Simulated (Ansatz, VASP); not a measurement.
# Two plane-wave programs on AlNi3

```xyz
4
Lattice="0.0000 2.8019 2.8019 2.8019 0.0000 2.8019 2.8019 2.8019 0.0000" Properties=species:S:1:pos:R:3 pbc="T T T"
Al    2.8019    2.8019    2.8019
Ni    1.4009    1.4009    1.4009
Ni    0.0000    0.0000    0.0000
Ni    4.2028    4.2028    4.2028
```

Alike in both runs: task single point; functional PBE; k mesh 12 × 12 × 12; occupations gaussian, width 0.1 eV; no spin polarisation.

```csv
,VASP,Ansatz
version,VASP 6.6.1,Ansatz 0.2.0
potentials or method,"VASP PAW PBE potentials, release 64 (Al, Ni), cutoff 520 eV","scalar-relativistic, plane waves, PAW"
valence electrons in the cell,33,57
```

Ansatz gave:

```
gap on the k mesh at the Fermi level (eV) : none
pressure (GPa)                            : 7.1
```

What did VASP give for the same quantities?

gap on the k mesh at the Fermi level (eV): none; pressure (GPa): 7.0.

A gap of «none» marks a metal or a gap that the smearing closes. VASP's potentials hold 33 valence electrons a cell and Ansatz's 57, so a difference there can come from the potentials and not from the codes.
